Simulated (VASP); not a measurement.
TeW:

```
Te W
1.0
     4.26489    0.00000    0.00000
    -2.13244    3.69350    0.00000
     0.00000    0.00000    6.83007
Te W
2 2
Direct
  0.33333 0.66667 0.00000
  0.66667 0.33333 0.50000
  0.33333 0.66667 0.38210
  0.66667 0.33333 0.88210
```

```yaml
Program: VASP 6.6.1
Task: relaxation of cell and atoms
Functional: PBE
Potentials_or_basis: VASP PAW PBE potentials, release 64 (Te, W_sv)
Cutoff: 600 eV
k_mesh: 6 × 6 × 4
Occupations: gaussian, width 0.1 eV
Spin: no spin polarisation
```

At the start: pressure 6.0 GPa; volume 26.90 Å³/atom.

**Question.** Where does the relaxation end?

**Answer.** Over 12 steps the energy falls by 30.2 meV/atom and the volume is 28.40 Å³/atom (+5.6 %); space group P6_3mc (No. 186, to 0.05 Å).

The path:
```csv
step,energy change (eV),largest force (eV/Å),pressure (GPa),volume (Å³)
1,0.0000,0.1865,6.03,107.59
2,0.1307,0.2637,-6.68,124.12
3,-0.1159,0.0622,-0.12,113.90
4,-0.1160,0.0584,-0.03,113.77
5,-0.1160,0.0545,0.07,113.64
6,-0.1166,0.0285,0.06,113.66
7,-0.1179,0.0483,-0.04,113.70
8,-0.1180,0.0853,-0.09,113.72
9,-0.1182,0.0819,-0.10,113.71
10,-0.1188,0.0715,-0.10,113.69
11,-0.1198,0.0503,-0.11,113.66
12,-0.1208,0.0078,-0.13,113.59
```

Final structure:
```xyz
4
Lattice="4.3921 0.0000 0.0000 -2.1961 3.8037 0.0000 0.0000 0.0000 6.7991" Properties=species:S:1:pos:R:3 pbc="T T T"
Te    0.0000    2.5358    6.7797
Te    2.1961    1.2679    3.3802
W     0.0000    2.5358    2.6173
W     2.1961    1.2679    6.0168
```
